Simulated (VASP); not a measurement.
Wanted: the native input for a VASP 6.6.1 run.

```
Task                   : single point
Functional             : PBE
Potentials or basis    : VASP PAW PBE potentials, release 64 (Ti_sv, O)
Cutoff                 : 520 eV
k mesh                 : 13 × 13 × 13
Occupations            : fermi-dirac, width 0.08 eV
Spin                   : no spin polarisation
Dipole correction      : no
Further INCAR settings : ALGO = Normal; EDIFF = 1e-06; NBANDS = 33
```

The structure of TiO2 lies in POSCAR:

```
TiO2
1.0
   -1.8925000000      1.8925000000      4.7570000000
    1.8925000000     -1.8925000000      4.7570000000
    1.8925000000      1.8925000000     -4.7570000000
Ti O
2 4
Direct
    0.0000000000      0.0000000000      0.0000000000
    0.7500000000      0.2500000000      0.5000000000
    0.2066000000      0.2066000000      0.0000000000
    0.9566000000      0.4566000000      0.5000000000
    0.5434000000      0.0434000000      0.5000000000
    0.7934000000      0.7934000000      0.0000000000
```

One way to write it, as run:

INCAR

```
SYSTEM = TiO2
PREC = Accurate
ENCUT = 520
EDIFF = 1E-6
ISMEAR = -1
SIGMA = 0.08
LREAL = .FALSE.
LASPH = .TRUE.
NELM = 80
ALGO = Normal
ISIF = 2
LWAVE = .FALSE.
LCHARG = .FALSE.
GGA = PE
NBANDS = 33
```

KPOINTS

```
Automatic mesh
0
G
  13 13 13
  0 0 0
```

Potentials or basis: VASP PAW PBE potentials, release 64 (Ti_sv, O).

Run with:

```sh
$ cat potpaw_PBE.64/Ti_sv/POTCAR potpaw_PBE.64/O/POTCAR > POTCAR
$ mpirun -np 1 vasp_std > vasp.out
```

It gave:

* Pressure: 6.7 GPa
* Largest force: 0.361 eV/Å
* Band gap on the k mesh: 2.15 eV (least direct gap 2.45 eV)

Caveat: the cell stands under pressure; an odd mesh through Γ misses points on the zone boundary, where band edges can lie.

Run time: 15 min on 1 thread of Intel Xeon 8259CL (shared host), peak memory 0.5 GiB.
